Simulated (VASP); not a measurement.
Al15Ni16 (a cell with a defect): single point with PBE

The system is Al15Ni16 (a cell with a defect).

```
Al Ni
1.0
     0.00000    5.78365    5.78365
     5.78365    0.00000    5.78365
     5.78365    5.78365    0.00000
Al Ni
15 16
Direct
  0.11619 0.13296 0.13157
  0.18347 0.57026 0.56825
  0.12552 0.12668 0.62370
  0.37639 0.37307 0.87290
  0.12539 0.62403 0.12716
  0.37673 0.87275 0.37249
  0.38055 0.86877 0.86755
  0.62288 0.12661 0.12641
  0.88310 0.36808 0.36822
  0.62043 0.12892 0.62435
  0.87475 0.37423 0.87456
  0.61991 0.62468 0.12935
  0.87524 0.87420 0.37377
  0.61925 0.63204 0.63238
  0.87340 0.87608 0.87588
  0.99586 0.00105 0.00014
  0.25131 0.25318 0.25292
  0.00712 0.98141 0.50315
  0.24645 0.22508 0.77539
  0.00646 0.50410 0.98195
  0.24650 0.77778 0.22284
  0.97676 0.49945 0.50081
  0.24709 0.74139 0.74107
  0.49910 0.00101 0.00000
  0.73893 0.25542 0.25537
  0.49556 0.00876 0.49875
  0.75011 0.24865 0.75255
  0.49498 0.49956 0.00930
  0.75018 0.75202 0.24917
  0.52923 0.49974 0.50094
  0.76615 0.74408 0.74393
```

| Quantity | Value |
| --- | --- |
| Program | VASP 6.6.1 |
| Task | single point |
| Functional | PBE |
| Potentials or basis | VASP PAW PBE potentials, release 64 (Al, Ni) |
| Cutoff | 520 eV |
| k mesh | 2 × 2 × 2 |
| Occupations | methfessel-paxton, width 0.1 eV |
| Spin | no spin polarisation |

```json
{"Pressure": "-0.5 GPa", "Largest force": "1.080 eV/Å", "Band gap on the k mesh": "zero (an odd number of electrons rules out a gap without spin polarisation)"}
```

Forces in eV/Å, atoms in the order of the input:
```
Al  -0.075  0.010  0.005
Al   1.080 -0.004 -0.002
Al  -0.043  0.000 -0.005
Al  -0.023  0.044  0.000
Al  -0.044 -0.005 -0.001
Al  -0.018  0.000  0.046
Al   0.012  0.010  0.006
Al  -0.002 -0.001 -0.003
Al   0.010 -0.009 -0.006
Al  -0.047  0.008 -0.001
Al  -0.029 -0.001 -0.029
Al  -0.049  0.000  0.010
Al  -0.026 -0.032  0.001
Al  -0.073 -0.011 -0.008
Al  -0.017 -0.002 -0.004
Ni  -0.018  0.020  0.015
Ni  -0.023 -0.013 -0.012
Ni  -0.073  0.028 -0.022
Ni  -0.034 -0.077  0.096
Ni  -0.081 -0.024  0.028
Ni  -0.030  0.109 -0.087
Ni  -0.037  0.073  0.077
Ni  -0.060 -0.024 -0.021
Ni  -0.022 -0.006 -0.008
Ni  -0.057  0.013  0.015
Ni  -0.031  0.013 -0.012
Ni  -0.020 -0.020  0.009
Ni  -0.041 -0.013  0.013
Ni  -0.022  0.007 -0.017
Ni  -0.022 -0.120 -0.113
Ni  -0.086  0.027  0.029
```

Stress tensor (GPa, compression positive):
```
-0.18  0.03  0.05
 0.03 -0.69  0.01
 0.05  0.01 -0.66
```

Levels at points of the mesh, in eV from the Fermi level:
| k point | band 100 | band 101 | band 102 | band 103 | band 104 | band 105 |
| --- | --- | --- | --- | --- | --- | --- |
| (0.00, 0.00, 0.00) | -0.51 | -0.51 | 1.53 | 1.53 | 1.62 | 2.04 |
| (0.50, 0.00, 0.00) | -0.12 | -0.04 | -0.02 | 0.01 | 0.06 | 0.08 |
| (0.00, 0.50, 0.00) | -0.12 | -0.05 | -0.01 | 0.00 | 0.05 | 0.09 |
| (0.00, 0.00, 0.50) | -0.12 | -0.05 | -0.02 | 0.01 | 0.06 | 0.08 |
| (0.50, 0.50, 0.50) | -0.12 | -0.06 | -0.02 | 0.00 | 0.05 | 0.09 |
| (0.50, 0.50, 0.00) | -0.46 | -0.42 | -0.28 | -0.06 | 0.01 | 0.11 |
| (0.00, 0.50, 0.50) | -0.45 | -0.45 | -0.38 | -0.10 | -0.10 | 0.17 |
| (0.50, 0.00, 0.50) | -0.45 | -0.42 | -0.28 | -0.06 | 0.01 | 0.11 |

Run time: 13 min on 1 thread of Intel(R) Xeon(R) 6975P-C (Granite Rapids), with other jobs on the host, peak memory 0.7 GiB.

Caveat: the k points lie up to 0.47 Å⁻¹ apart, too coarse for converged energies and pressures of a metal. Spin polarisation is off, so any magnetic state and its effect on volume and gap are missing.
